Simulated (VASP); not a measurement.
# Sb (R-3m) in VASP: single point with PBE

Aim: the single point of Sb with PBE.

All numbers are computed with VASP 6.6.1; they aren't measurements. Logs are shortened: lines on timing, memory, paths and dates and some standing lists are left out, and cuts for length are marked.

## Step 1: The cell of the first run

Symmetry: R-3m, No. 166, trigonal system. Conventional cell: a = 4.379 Å, b = 4.379 Å, c = 11.460 Å, α = 90.00°, β = 90.00°, γ = 120.00°. Sb (site symmetry 3m) has 6 Sb at 2.95 to 3.42 Å within 3.9 Å.

## Step 2: Single point, PBE

Input file INCAR:

```
PREC = Accurate ; ENCUT = 520
EDIFF = 1E-7 ; ISMEAR = -1
SIGMA = 0.02 ; LREAL = False
LASPH = True ; NELM = 80
ALGO = Normal ; ISIF = 2
LWAVE = False ; LCHARG = True
GGA = PE ; LELF = True
LVHAR = True ; NBANDS = 12
```

Input file KPOINTS:

```
regular mesh
0
Gamma
  13 13 13
```

Input file POSCAR:

```
Sb
1.0
    4.5809967139      0.0000000000      0.0000000000
    2.4875976136      3.8467374495      0.0000000000
    2.4875976136      1.3537535833      3.6006583066
Sb
2
Direct
    0.2331607137      0.2331607137      0.2331607137
    0.7668392863      0.7668392863      0.7668392863
```

Potentials or basis: VASP PAW PBE potentials, release 64 (Sb).

Run with:

```
cat potpaw_PBE.64/Sb/POTCAR > POTCAR
mpirun -np 1 vasp_std > vasp.out
```

OUTCAR:

```text
PREC = Accurate
   ENCUT = 520
   EDIFF = 1E-7
   ISMEAR = -1
   LREAL = False
   LASPH = True
   NELM = 80
   ISIF = 2
   GGA = PE

 ion  position               nearest neighbor table
   1  0.233  0.233  0.233-   2 2.95   2 2.95   2 2.95   2 3.42   2 3.42   2 3.42
   2  0.767  0.767  0.767-   1 2.95   1 2.95   1 2.95   1 3.42   1 3.42   1 3.42

  LATTYP: Found a trigonal (rhomboedric) cell.
 ALAT       =     4.5809967139
 COS(alpha) =     0.5430254089

  Lattice vectors:

 A1 = (   4.5809967139,   0.0000000000,   0.0000000000)
 A2 = (   2.4875976136,   3.8467374495,   0.0000000000)
 A3 = (   2.4875976136,   1.3537535833,   3.6006583066)

Analysis of symmetry for initial positions (statically):
=====================================================================
 Subroutine PRICEL returns:
 Original cell was already a primitive cell.

 Routine SETGRP: Setting up the symmetry group for a
 trigonal (rhombohedral) supercell.

 Subroutine GETGRP returns: Found 12 space group operations
 (whereof 12 operations were pure point group operations)
 out of a pool of 12 trial point group operations.

The static configuration has the point symmetry D_3d.

Analysis of symmetry for dynamics (positions and initial velocities):
=====================================================================
 Subroutine PRICEL returns:
 Original cell was already a primitive cell.

 Routine SETGRP: Setting up the symmetry group for a
 trigonal (rhombohedral) supercell.

 Subroutine GETGRP returns: Found 12 space group operations
 (whereof 12 operations were pure point group operations)
 out of a pool of 12 trial point group operations.

The dynamic configuration has the point symmetry D_3d.

 Subroutine INISYM returns: Found 12 space group operations
 (whereof 12 operations are pure point group operations),
 and found     1 'primitive' translations

----------------------------------------------------------------------------------------

                                     Primitive cell

  volume of cell :      63.4504

  direct lattice vectors                    reciprocal lattice vectors
     4.580996714  0.000000000  0.000000000     0.218293106 -0.141165186 -0.097738386
     2.487597614  3.846737449  0.000000000     0.000000000  0.259960554 -0.097738386
     2.487597614  1.353753583  3.600658307     0.000000000  0.000000000  0.277726992

  length of vectors
     4.580996714  4.580996714  4.580996714     0.277726992  0.277726992  0.277726992

  position of ions in fractional coordinates (direct lattice)
     0.233160714  0.233160714  0.233160714
     0.766839286  0.766839286  0.766839286

  ion indices of the primitive-cell ions
   primitive index   ion index
                 1           1
                 2           2

----------------------------------------------------------------------------------------

 KPOINTS: regular mesh

Automatic generation of k-mesh.
 Grid dimensions read from file:
 generate k-points for:   13   13   13

 Generating k-lattice:

  Cartesian coordinates                     Fractional coordinates (reciprocal lattice)
     0.016791777 -0.010858860 -0.007518337     0.076923077  0.000000000 -0.000000000
     0.000000000  0.019996966 -0.007518337     0.000000000  0.076923077 -0.000000000
     0.000000000  0.000000000  0.021363615     0.000000000  0.000000000  0.076923077

  Length of vectors
     0.021363615  0.021363615  0.021363615

  Shift w.r.t. Gamma in fractional coordinates (k-lattice)
     0.000000000  0.000000000  0.000000000

 Subroutine IBZKPT returns following result:
 ===========================================

 Found    231 irreducible k-points:

 Following reciprocal coordinates:
            Coordinates               Weight
  0.000000  0.000000  0.000000      1.000000
  0.076923 -0.000000 -0.000000      6.000000
  0.153846 -0.000000 -0.000000      6.000000
  0.230769 -0.000000  0.000000      6.000000
  0.307692 -0.000000 -0.000000      6.000000
  0.384615 -0.000000 -0.000000      6.000000
[... 16 lines left out ...]
  0.384615  0.153846 -0.000000     12.000000
  0.461538  0.153846 -0.000000     12.000000
 [... further k-points ...]
   k-points           NKPTS =    231   k-points in BZ     NKDIM =    231   number of bands    NBANDS=     12
   number of dos      NEDOS =    301   number of ions     NIONS =      2
   total plane-waves  NPLWV =  46656
   dimension x,y,z NGX =    36 NGY =   36 NGZ =   36
   dimension x,y,z NGXF=    72 NGYF=   72 NGZF=   72
   ions per type =               2
   NGX,Y,Z   is equivalent  to a cutoff of  13.06, 13.06, 13.06 a.u.
   NGXF,Y,Z  is equivalent  to a cutoff of  26.13, 26.13, 26.13 a.u.
 SYSTEM =  unknown system
   PREC   = accura    normal or accurate (medium, high low for compatibility)
   ISTART =      0    job   : 0-new  1-cont  2-samecut
   ICHARG =      2    charge: 1-file 2-atom 10-const
   ISPIN  =      1    spin polarized calculation?
   LNONCOLLINEAR =      F non collinear calculations
   LSORBIT =      F    spin-orbit coupling
   LASPH  =      T    aspherical Exc in radial PAW
   ENCUT  =  520.0 eV  38.22 Ry    6.18 a.u.   8.52  8.52  8.52*2*pi/ulx,y,z
   NELM   =     80;   NELMIN=  2; NELMDL= -5     # of ELM steps
   EDIFF  = 0.1E-06   stopping-criterion for ELM
   LREAL  =      F    real-space projection
   EDIFFG = 0.1E-05   stopping-criterion for IOM
   NSW    =      0    number of steps for IOM
   IBRION =     -1    ionic relax: 0-MD 1-quasi-New 2-CG
   NFREE  =      0    steps in history (QN), initial steepest desc. (CG)
   ISIF   =      2    stress and relaxation
   ISYM   =      2    0-nonsym 1-usesym 2-fastsym
   POTIM  = 0.5000    time-step for ionic-motion
   TEBEG  =    0.0;   TEEND  =   0.0 temperature during run
   PSTRESS=    0.0 pullay stress
   NELECT =      10.0000    total number of electrons
   NUPDOWN=      -1.0000    fix difference up-down
   EMIN   =  10.00;   EMAX   =-10.00  energy-range for DOS
   EFERMI =   0.00;   METHOD = LEGACY
   ISMEAR =    -1;   SIGMA  =   0.02  broadening in eV -4-tet -1-fermi 0-gaus
   EFERMI_NEDOS =   21; number of points for ismear=-14 and -15
   IALGO  =     38    algorithm
   IMIX   =      4    mixing-type and parameters
     AMIX     =   0.40;   BMIX     =  1.00
     AMIX_MAG =   1.60;   BMIX_MAG =  1.00
  volume/ion in A,a.u.               =      31.73       214.09
  Fermi-wavevector in a.u.,A,eV,Ry     =   0.884294  1.671073 10.639428  0.781976
  Thomas-Fermi vector in A             =   2.005175
   LORBIT       =      0    0 simple, 1 ext, 2 COOP (PROOUT), +10 PAW based schemes
   GGA     = PE    functional components
   LHFCALC =     F    Hartree Fock is set to
   AEXX    =    0.0000 exact exchange contribution
   IVDW    =     0    specifies the selected vdW correction
   LEPSILON=     F    determine dielectric tensor
   LRPA    =     F    only Hartree local field effects (RPA)
 non-spin polarized calculation
  energy-cutoff  :      520.00
  volume of cell :       63.45
 maximum number of plane-waves:      1733
 NGX is ok and might be reduce to    36
   NGX = 17   NGY = 17   NGZ = 17

 number of electron      10.0000000 magnetization

 Free energy of the ion-electron system (eV)
  ---------------------------------------------------
  ext. energy  EPLUGINS =         0.00000000
  ---------------------------------------------------
  free energy    TOTEN  =        -8.27449156 eV

  energy without entropy =       -8.27431115  energy(sigma->0) =       -8.27440135

 E-fermi :   6.6837     XC(G=0):  -9.3182

 val. band max:        6.6809652589   @ k =   0.3846   0.1538   0.1538
 cond. band min:       6.6856830453   @ k =   0.3846   0.2308   0.2308
 fundamental gap:      0.0047177864
 Fermi energy:         6.6836607312

 k-point     1 :       0.0000    0.0000    0.0000
  band No.  band energies     occupation
      1      -5.6733      2.00000
      2       1.6417      2.00000
      3       4.7546      2.00000
      4       4.9643      2.00000
      5       4.9643      2.00000
      6       8.6809      0.00000
      7       9.2853      0.00000
      8       9.2853      0.00000
      9      11.8175      0.00000
     10      11.8175      0.00000
     11      11.9668      0.00000
     12      13.3850      0.00000

 k-point     2 :       0.0769   -0.0000   -0.0000
  band No.  band energies     occupation
      1      -5.6112      2.00000
      2       1.3875      2.00000
      3       4.7801      2.00000
      4       4.9486      2.00000
      5       5.0453      2.00000
      6       8.6594      0.00000
      7       9.1077      0.00000
      8       9.1415      0.00000
      9      11.5213      0.00000
     10      11.8093      0.00000
     11      11.8166      0.00000
     12      13.8152      0.00000

 k-point     3 :       0.1538   -0.0000   -0.0000
  band No.  band energies     occupation
      1      -5.4258      2.00000
      2       0.7497      2.00000
      3       4.7855      2.00000
      4       4.9096      2.00000
      5       5.2723      2.00000
      6       8.4608      0.00000
      7       8.6961      0.00000
      8       8.7583      0.00000
      9      11.2768      0.00000
     10      11.7628      0.00000
     11      12.0189      0.00000
     12      14.7593      0.00000

 k-point     4 :       0.2308   -0.0000    0.0000
  band No.  band energies     occupation
      1      -5.1194      2.00000
      2      -0.0753      2.00000
      3       4.7894      2.00000
      4       4.8661      2.00000
      5       5.5251      2.00000
      6       8.0090      0.00000
      7       8.1906      0.00000
      8       8.2735      0.00000
      9      11.5092      0.00000
     10      12.0688      0.00000
     11      12.5291      0.00000
     12      15.9746      0.00000

 k-point     5 :       0.3077   -0.0000   -0.0000
  band No.  band energies     occupation
      1      -4.6973      2.00000
      2      -0.9586      2.00000
      3       4.8227      2.00000
      4       4.8345      2.00000
      5       5.7589      2.00000
      6       7.5003      0.00000
      7       7.6518      0.00000
      8       7.8176      0.00000
      9      12.0850      0.00000
     10      12.7640      0.00000
     11      13.2927      0.00000
     12      17.0859      0.00000
[... 228 lines left out ...]
      1      -5.1480      2.00000
      2       0.2258      2.00000
      3       3.9911      2.00000
      4       4.2981      2.00000
      5       5.8718      2.00000
      6       7.5712      0.00000
      7       9.0190      0.00000
      8       9.6828      0.00000
      9      10.8361      0.00000
     10      12.8019      0.00000
     11      13.1534      0.00000
     12      14.3336      0.00000

 k-point    22 :       0.3077    0.1538   -0.0000
  band No.  band energies     occupation
      1      -4.8178      2.00000
      2      -0.4395      2.00000
      3       3.8457      2.00000
      4       4.1795      2.00000
      5       5.4076      2.00000
      6       7.9565      0.00000
      7       9.0308      0.00000
      8       9.3443      0.00000
      9      10.6767      0.00000
     10      13.3990      0.00000
     11      13.7957      0.00000
     12      15.2863      0.00000

 k-point    23 :       0.3846    0.1538   -0.0000
  band No.  band energies     occupation
      1      -4.3781      2.00000
      2      -1.2029      2.00000
      3       3.7237      2.00000
      4       4.1186      2.00000
      5       5.0905      2.00000
      6       8.2288      0.00000
      7       8.7170      0.00000
      8       9.0388      0.00000
      9      11.0668      0.00000
     10      14.0343      0.00000
     11      14.7397      0.00000
     12      16.0581      0.00000

 k-point    24 :       0.4615    0.1538   -0.0000
  band No.  band energies     occupation
      1      -3.8466      2.00000
      2      -1.9745      2.00000
      3       3.5427      2.00000
      4       4.2011      2.00000
      5       4.9906      2.00000
      6       8.1639      0.00000
      7       8.2368      0.00000
      8       9.0408      0.00000
      9      11.9137      0.00000
     10      14.8024      0.00000
     11      15.1236      0.00000
     12      15.8631      0.00000

 [... further k-points ...]
[... 5 lines left out ...]
  --------------------------------------------------------------------------------------
  -------------------------------------------------------------------------------------
  Total        0.0556161      0.0293837      0.0236371      0.0202825      0.0076422      0.0140430
  in kB        1.4043550      0.7419632      0.5968582      0.5121503      0.1929721      0.3545969
  external PRESSURE =       0.9143921 kB  Pullay stress =       0.0000000 kB

 VOLUME and BASIS-vectors are now :
 -----------------------------------------------------------------------------
  energy-cutoff  :      520.00
  volume of cell :       63.45
      direct lattice vectors                 reciprocal lattice vectors
     4.580996714  0.000000000  0.000000000     0.218293106 -0.141165186 -0.097738386
     2.487597614  3.846737449  0.000000000     0.000000000  0.259960554 -0.097738386
     2.487597614  1.353753583  3.600658307     0.000000000  0.000000000  0.277726992

 POSITION                                       TOTAL-FORCE (eV/Angst)
 -----------------------------------------------------------------------------------
      2.22813      1.21255      0.83953         0.023543      0.012812      0.008871
      7.32806      3.98794      2.76113        -0.023543     -0.012812     -0.008871
 -----------------------------------------------------------------------------------
    total drift:                               -0.000000     -0.000000     -0.000000

  FREE ENERGIE OF THE ION-ELECTRON SYSTEM (eV)
  ---------------------------------------------------
  free  energy   TOTEN  =        -8.2744915582 eV

  energy  without entropy=       -8.2743111475  energy(sigma->0) =       -8.27440135
```

Wall time 2.7 min (1 thread of Intel Xeon Platinum 8375C at 2.90GHz (Ice Lake), shared host); peak memory 0.3 GiB.

What came out:

```yaml
Free_energy: -8.2745 eV
Pressure: 0.1 GPa
Largest_force: 0.028 eV/Å
Band_gap_on_the_k_mesh: zero (band 5 reaches 6.69 eV, above the bottom of band 6 at 6.61 eV)
```

Forces in eV/Å, atoms in the order of the input:
```
Sb   0.024  0.013  0.009
Sb  -0.024 -0.013 -0.009
```

Caveat: spin-orbit coupling is left out, which moves the levels of the heavy elements.
